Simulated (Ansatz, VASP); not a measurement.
## TiO2: VASP beside Ansatz

```
Ti O
1.0
     1.48635    0.85815    4.86131
    -1.48635    0.85815    4.86131
     0.00000   -1.71629    4.86131
Ti O
1 2
Direct
  0.00000 0.00000 0.00000
  0.60033 0.60033 0.60033
  0.39967 0.39967 0.39967
```

Alike in both runs: functional PBE; dispersion D3(BJ); k mesh 12 × 12 × 12; occupations gaussian, width 0.02 eV; no spin polarisation.

Ansatz relaxed the structure, and its values are those at the end. VASP's run is a single point on that final structure, the one shown.

```csv
,VASP,Ansatz
version,VASP 6.6.1,Ansatz 0.2.0
potentials or method,"VASP PAW PBE potentials, release 64 (Ti_sv, O), cutoff 520 eV","scalar-relativistic, plane waves, PAW"
valence electrons in the cell,24,24
```

```tsv
	VASP	Ansatz	Ansatz less VASP
gap on the k mesh at the Fermi level (eV)	2.43	2.46	+0.025
least direct gap on the mesh (eV)	2.80	2.82	+0.021
pressure (GPa)	0.7	0.0	-0.66
rms of the force components (eV/Å)	0.029	0.000	-0.0285
```
